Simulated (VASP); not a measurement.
**Ti: single point with LDA**

The system is Ti, a slab with vacuum.

```
CELL_PARAMETERS angstrom
2.95100 0.00000 0.00000
-1.47550 2.55564 0.00000
0.00000 0.00000 32.73600
ATOMIC_POSITIONS crystal
Ti 0.00000 0.00000 0.23299
Ti 0.33333 0.66667 0.29595
Ti 0.00000 0.00000 0.36538
Ti 0.33333 0.66667 0.43240
Ti 0.00000 0.00000 0.50000
Ti 0.33333 0.66667 0.56760
Ti 0.00000 0.00000 0.63462
Ti 0.33333 0.66667 0.70405
Ti 0.00000 0.00000 0.76701
```

```
Program                : VASP 6.6.1
Task                   : single point
Functional             : LDA
Potentials or basis    : VASP PAW LDA potentials, release 64 (Ti_sv)
Cutoff                 : 400 eV
k mesh                 : 18 × 18 × 1
Occupations            : gaussian, width 0.1 eV
Spin                   : no spin polarisation
Dipole correction      : yes
Further INCAR settings : ALGO = Normal; EDIFF = 1e-06; NBANDS = 64; NELMDL = -8
```

| Quantity | Value |
| --- | --- |
| Largest force | 0.016 eV/Å |
| Band gap on the k mesh | zero (bands 54 and 55 overlap by 0.93 eV) |

Forces in eV/Å, atoms in the order of the input:
```
Ti   0.000  0.000 -0.014
Ti   0.000  0.000  0.016
Ti   0.000  0.000  0.001
Ti   0.000  0.000 -0.003
Ti   0.000  0.000  0.000
Ti   0.000  0.000  0.003
Ti   0.000  0.000 -0.001
Ti   0.000  0.000 -0.016
Ti   0.000  0.000  0.014
```

Levels at points of the mesh, in eV from the Fermi level:
| k point | band 53 | band 54 | band 55 | band 56 | band 57 | band 58 |
| --- | --- | --- | --- | --- | --- | --- |
| (0.00, 0.00, 0.00) | 0.43 | 0.48 | 0.48 | 0.50 | 0.50 | 0.61 |
| (0.50, 0.00, 0.00) | -0.67 | 0.22 | 0.38 | 0.39 | 0.41 | 0.65 |

Wall time 29 min on 1 thread of Oxide Virtual Turin-like Processor, on a shared host, peak memory 0.36 GiB.
